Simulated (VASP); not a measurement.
Re, 1 atom in the cell. The structure is cubic, space group Pm-3m (No. 221). Conventional cell: a = 2.562 Å, b = 2.562 Å, c = 2.562 Å, α = 90.00°, β = 90.00°, γ = 90.00°. Within 3.4 Å of Re (site symmetry m-3m) lie 6 Re at 2.56 Å. This isn't the form of Re at room conditions, which is hcp.

| Property | Result |
| --- | --- |
| Program | VASP 6.6.1 |
| Task | single point |
| Functional | r2SCAN |
| Potentials or basis | VASP PAW PBE potentials, release 64 (Re) |
| Cutoff | 520 eV |
| k mesh | 22 × 22 × 22 |
| Occupations | gaussian, width 0.1 eV |
| Spin | no spin polarisation |
| Dipole correction | no |
| Further INCAR settings | ALGO = Normal; EDIFF = 1e-07; NBANDS = 10 |

Potentials or basis: VASP PAW PBE potentials, release 64 (Re).

Command:

```bash
$ cat potpaw_PBE.64/Re/POTCAR > POTCAR
$ cp INCAR.step1 INCAR
$ mpirun -np 1 vasp_std > vasp.out
$ cp INCAR.step2 INCAR
$ mpirun -np 1 vasp_std > vasp.out
```

Hardware: 1 thread of Intel(R) Xeon(R) Platinum 8375C CPU @ 2.90GHz (Ice Lake), with other jobs on the host.

**Question.** How long does it take, and how much memory?

**Answer.** Wall time 2.7 min on 1 thread of Intel(R) Xeon(R) Platinum 8375C CPU @ 2.90GHz (Ice Lake), with other jobs on the host, peak memory 0.18 GiB. Counts: k points 364.
